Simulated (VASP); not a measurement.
# Hf (Fm-3m) in VASP: single point with PBEsol

Aim: the single point of Hf with PBEsol.

Program: VASP 6.6.1. These are calculated values, not measurements. Logs are shortened: lines on timing, memory, paths and dates and some standing lists are left out, and cuts for length are marked.

## 1. The cell of the first run

It takes space group Fm-3m (No. 225, cubic). Conventional cell: a = 4.422 Å, b = 4.422 Å, c = 4.422 Å, α = 90.00°, β = 90.00°, γ = 90.00°. Within 4.1 Å of Hf (site symmetry m-3m) lie 12 Hf at 3.13 Å.

## 2. Single point, PBEsol

INCAR reads:

```
PREC     = Accurate       # precision mode
ENCUT    = 520            # plane-wave cutoff, eV
EDIFF    = 1E-7           # SCF threshold, eV
ISMEAR   = -1             # smearing method
SIGMA    = 0.13605693000000002 # smearing width, eV
LREAL    = False          # projectors in reciprocal space
LASPH    = True           # aspherical terms in the spheres
NELM     = 100            # most SCF steps
ALGO     = Normal         # electronic algorithm
ISIF     = 2              # what is computed and relaxed
LWAVE    = False          # write WAVECAR
LCHARG   = False          # write CHGCAR
GGA      = PS             # functional
NBANDS   = 11             # bands
```

KPOINTS reads:

```
Automatic mesh
0
Gamma
  13 13 13
```

POSCAR reads:

```
Hf
1.0
    0.0000000000      2.2111690954      2.2111690954
    2.2111690954      0.0000000000      2.2111690954
    2.2111690954      2.2111690954      0.0000000000
Hf
1
Direct
    0.0000000000      0.0000000000      0.0000000000
```

Potentials or basis: VASP PAW PBE potentials, release 64 (Hf_pv).

On the command line:

```bash
$ cat potpaw_PBE.64/Hf_pv/POTCAR > POTCAR
$ mpirun -np 1 vasp_std > vasp.out
```

OUTCAR:

```text
PREC = Accurate
   ENCUT = 520
   EDIFF = 1E-7
   ISMEAR = -1
   LREAL = False
   LASPH = True
   NELM = 100
   ISIF = 2
   GGA = PS

 ion  position               nearest neighbor table
   1  0.000  0.000  0.000-

  LATTYP: Found a face centered cubic cell.
 ALAT       =     4.4223381908

  Lattice vectors:

 A1 = (   0.0000000000,   2.2111690954,   2.2111690954)
 A2 = (   2.2111690954,   0.0000000000,   2.2111690954)
 A3 = (   2.2111690954,   2.2111690954,   0.0000000000)

Analysis of symmetry for initial positions (statically):
=====================================================================
 Subroutine PRICEL returns:
 Original cell was already a primitive cell.

 Routine SETGRP: Setting up the symmetry group for a
 face centered cubic supercell.

 Subroutine GETGRP returns: Found 48 space group operations
 (whereof 48 operations were pure point group operations)
 out of a pool of 48 trial point group operations.

The static configuration has the point symmetry O_h .

Analysis of symmetry for dynamics (positions and initial velocities):
=====================================================================
 Subroutine PRICEL returns:
 Original cell was already a primitive cell.

 Routine SETGRP: Setting up the symmetry group for a
 face centered cubic supercell.

 Subroutine GETGRP returns: Found 48 space group operations
 (whereof 48 operations were pure point group operations)
 out of a pool of 48 trial point group operations.

The dynamic configuration has the point symmetry O_h .

 Subroutine INISYM returns: Found 48 space group operations
 (whereof 48 operations are pure point group operations),
 and found     1 'primitive' translations

----------------------------------------------------------------------------------------

                                     Primitive cell

  volume of cell :      21.6220

  direct lattice vectors                    reciprocal lattice vectors
     0.000000000  2.211169095  2.211169095    -0.226124723  0.226124723  0.226124723
     2.211169095  0.000000000  2.211169095     0.226124723 -0.226124723  0.226124723
     2.211169095  2.211169095  0.000000000     0.226124723  0.226124723 -0.226124723

  length of vectors
     3.127065323  3.127065323  3.127065323     0.391659510  0.391659510  0.391659510

  position of ions in fractional coordinates (direct lattice)
     0.000000000  0.000000000  0.000000000
[... 74 lines left out ...]
   ENCUT  =  520.0 eV  38.22 Ry    6.18 a.u.   5.81  5.81  5.81*2*pi/ulx,y,z
   NELM   =    100;   NELMIN=  2; NELMDL= -5     # of ELM steps
   EDIFF  = 0.1E-06   stopping-criterion for ELM
   LREAL  =      F    real-space projection
   EDIFFG = 0.1E-05   stopping-criterion for IOM
   NSW    =      0    number of steps for IOM
   IBRION =     -1    ionic relax: 0-MD 1-quasi-New 2-CG
   NFREE  =      0    steps in history (QN), initial steepest desc. (CG)
   ISIF   =      2    stress and relaxation
   ISYM   =      2    0-nonsym 1-usesym 2-fastsym
   POTIM  = 0.5000    time-step for ionic-motion
   TEBEG  =    0.0;   TEEND  =   0.0 temperature during run
   PSTRESS=    0.0 pullay stress
   NELECT =      10.0000    total number of electrons
   NUPDOWN=      -1.0000    fix difference up-down
   EMIN   =  10.00;   EMAX   =-10.00  energy-range for DOS
   EFERMI =   0.00;   METHOD = LEGACY
   ISMEAR =    -1;   SIGMA  =   0.14  broadening in eV -4-tet -1-fermi 0-gaus
   EFERMI_NEDOS =   21; number of points for ismear=-14 and -15
   IALGO  =     38    algorithm
   IMIX   =      4    mixing-type and parameters
     AMIX     =   0.40;   BMIX     =  1.00
     AMIX_MAG =   1.60;   BMIX_MAG =  1.00
  volume/ion in A,a.u.               =      21.62       145.91
  Fermi-wavevector in a.u.,A,eV,Ry     =   1.266027  2.392444 21.807740  1.602824
  Thomas-Fermi vector in A             =   2.399249
   LORBIT       =      0    0 simple, 1 ext, 2 COOP (PROOUT), +10 PAW based schemes
   GGA     = PS    functional components
   LHFCALC =     F    Hartree Fock is set to
   AEXX    =    0.0000 exact exchange contribution
   IVDW    =     0    specifies the selected vdW correction
   LEPSILON=     F    determine dielectric tensor
   LRPA    =     F    only Hartree local field effects (RPA)
 non-spin polarized calculation
  energy-cutoff  :      520.00
  volume of cell :       21.62
 maximum number of plane-waves:       592
   NGX = 11   NGY = 11   NGZ = 11

 number of electron      10.0000001 magnetization

 Free energy of the ion-electron system (eV)
  ---------------------------------------------------
  ext. energy  EPLUGINS =         0.00000000
  ---------------------------------------------------
  free energy    TOTEN  =       -10.47683087 eV

  energy without entropy =      -10.39052417  energy(sigma->0) =      -10.43367752

 E-fermi :   4.8235     XC(G=0): -11.5495

 val. band max:        4.8154800346   @ k =  -0.3846   0.3846   0.1538
 cond. band min:       4.8464885140   @ k =  -0.3846   0.3077   0.1538
 fundamental gap:      0.0310084794
 Fermi energy:         4.8234530158

 k-point     1 :       0.0000    0.0000    0.0000
  band No.  band energies     occupation
      1     -25.0157      2.00000
      2     -25.0157      2.00000
      3     -25.0157      2.00000
      4      -2.5141      2.00000
      5       6.2242      0.00007
      6       6.2242      0.00007
      7       6.2242      0.00007
      8       9.1319      0.00000
      9       9.1319      0.00000
     10      16.3033      0.00000
     11      17.9893      0.00000
[... 309 lines left out ...]
 k-point    24 :       0.4615    0.1538    0.0000
  band No.  band energies     occupation
      1     -25.8185      2.00000
      2     -25.2398      2.00000
      3     -25.1850      2.00000
      4       1.5991      2.00000
      5       4.3631      1.93435
      6       5.4772      0.01625
      7       6.8198      0.00000
      8      11.0282      0.00000
      9      11.4586      0.00000
     10      14.7284      0.00000
     11      17.9674      0.00000

 [... further k-points ...]
[... 5 lines left out ...]
  --------------------------------------------------------------------------------------
  -------------------------------------------------------------------------------------
  Total       -0.0363688     -0.0363688     -0.0363688      0.0000000      0.0000000      0.0000000
  in kB       -2.6949094     -2.6949094     -2.6949094      0.0000000      0.0000000      0.0000000
  external PRESSURE =      -2.6949094 kB  Pullay stress =       0.0000000 kB

 VOLUME and BASIS-vectors are now :
 -----------------------------------------------------------------------------
  energy-cutoff  :      520.00
  volume of cell :       21.62
      direct lattice vectors                 reciprocal lattice vectors
     0.000000000  2.211169095  2.211169095    -0.226124723  0.226124723  0.226124723
     2.211169095  0.000000000  2.211169095     0.226124723 -0.226124723  0.226124723
     2.211169095  2.211169095  0.000000000     0.226124723  0.226124723 -0.226124723

 POSITION                                       TOTAL-FORCE (eV/Angst)
 -----------------------------------------------------------------------------------
      0.00000      0.00000      0.00000         0.000000      0.000000      0.000000
 -----------------------------------------------------------------------------------
    total drift:                               -0.000000      0.000000      0.000000

  FREE ENERGIE OF THE ION-ELECTRON SYSTEM (eV)
  ---------------------------------------------------
  free  energy   TOTEN  =       -10.4768308742 eV

  energy  without entropy=      -10.3905241674  energy(sigma->0) =      -10.43367752
```

stdout:

```text
POSCAR found type information on POSCAR Hf
 POSCAR found :  1 types and       1 ions
 scaLAPACK will be used
 -----------------------------------------------------------------------------
|                                                                             |
|                                                                             |
|     You enforced a specific xc type in the INCAR file but a different       |
|     I HOPE YOU KNOW WHAT YOU ARE DOING!                                     |
|                                                                             |
 -----------------------------------------------------------------------------

 LDA part: xc-table for (Slater+PW92), standard interpolation
 POSCAR, INCAR and KPOINTS ok, starting setup
 FFT: planning ... GRIDC
 FFT: planning ... GRID_SOFT
 FFT: planning ... GRID
 WAVECAR not read
 entering main loop
```

Run time: 11 s. Hardware: 1 thread of Intel Xeon Platinum 8375C at 2.90GHz (Ice Lake), shared host; peak memory 0.15 GiB.

What came out:

| Item | Value |
| --- | --- |
| Free energy | -10.4768 eV |
| Pressure | -0.3 GPa |
| Band gap on the k mesh | zero (band 5 reaches 6.22 eV, above the bottom of band 6 at 4.26 eV) |

Caveat: the PAW data sets were made with another functional, which shifts forces and pressure a little; spin-orbit coupling is left out, which moves the levels of the heavy elements.
